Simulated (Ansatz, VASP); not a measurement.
# One calculation of Ge3F2, two programs

```
Ge F
1.0
     1.93253    1.11575    7.85535
    -1.93253    1.11575    7.85535
     0.00000   -2.23149    7.85535
Ge F
3 2
Direct
  0.00000 0.00000 0.00000
  0.18454 0.18454 0.18454
  0.81546 0.81546 0.81546
  0.36596 0.36596 0.36596
  0.63404 0.63404 0.63404
```

Alike in both runs: functional PBE; k mesh 6 × 6 × 6; occupations gaussian, width 0.1 eV; no spin polarisation.

Ansatz relaxed the structure, and its values are those at the end. VASP's run is a single point on that final structure, the one shown.

```csv
,VASP,Ansatz
version,VASP 6.6.1,Ansatz 0.2.0
potentials or method,"VASP PAW PBE potentials, release 64 (Ge_d, F), cutoff 520 eV","scalar-relativistic, plane waves, PAW"
valence electrons in the cell,56,56
```

VASP gave:

```
gap on the k mesh at the Fermi level (eV) : none
pressure (GPa)                            : 0.1
rms of the force components (eV/Å)        : 0.010
```

Question: Estimate Ansatz's values.

Answer: gap on the k mesh at the Fermi level (eV): none; pressure (GPa): 0.2; rms of the force components (eV/Å): 0.009.

A gap of «none» marks a metal or a gap that the smearing closes. The functional is the same, so the differences come from potentials, cutoffs and numerics.
